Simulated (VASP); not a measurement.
The system is Ga.

```
Ga
1.0
    -1.40400    1.40400    2.22900
     1.40400   -1.40400    2.22900
     1.40400    1.40400   -2.22900
Ga
1
Direct
  0.00000 0.00000 0.00000
```

```yaml
Program: VASP 6.6.1
Task: relaxation of cell and atoms
Functional: PBE
Potentials_or_basis: VASP PAW PBE potentials, release 64 (Ga_d)
Cutoff: 600 eV
k_mesh: 18 × 18 × 18
Occupations: gaussian, width 0.1 eV
Spin: no spin polarisation
```

At the start: pressure 4.3 GPa; volume 17.58 Å³/atom.

Question: Where does the relaxation end?

Answer: Over 11 steps the energy falls by 16.9 meV/atom and the volume is 18.81 Å³/atom (+7.0 %); space group I4/mmm (No. 139, to 0.05 Å).

The path:
```
step  energy change (eV)  largest force (eV/Å)  pressure (GPa)  volume (Å³)
   1              0.0000                0.0000            4.33        17.58
   2             -0.0169                0.0000            2.58        18.81
   3              0.0137                0.0000           -4.02        21.05
   4             -0.0131                0.0000           -1.81        19.61
   5             -0.0159                0.0000           -0.79        19.27
   6             -0.0167                0.0000           -0.08        19.08
   7             -0.0168                0.0000           -0.33        19.05
   8             -0.0169                0.0000            0.13        18.93
   9             -0.0169                0.0000           -0.20        18.96
  10             -0.0170                0.0000           -0.11        18.90
  11             -0.0169                0.0000            0.07        18.81
```

Final structure:
```
Ga
1.0
    -1.44067    1.44067    2.26599
     1.44067   -1.44067    2.26599
     1.44067    1.44067   -2.26599
Ga
1
Direct
  0.00000 0.00000 0.00000
```
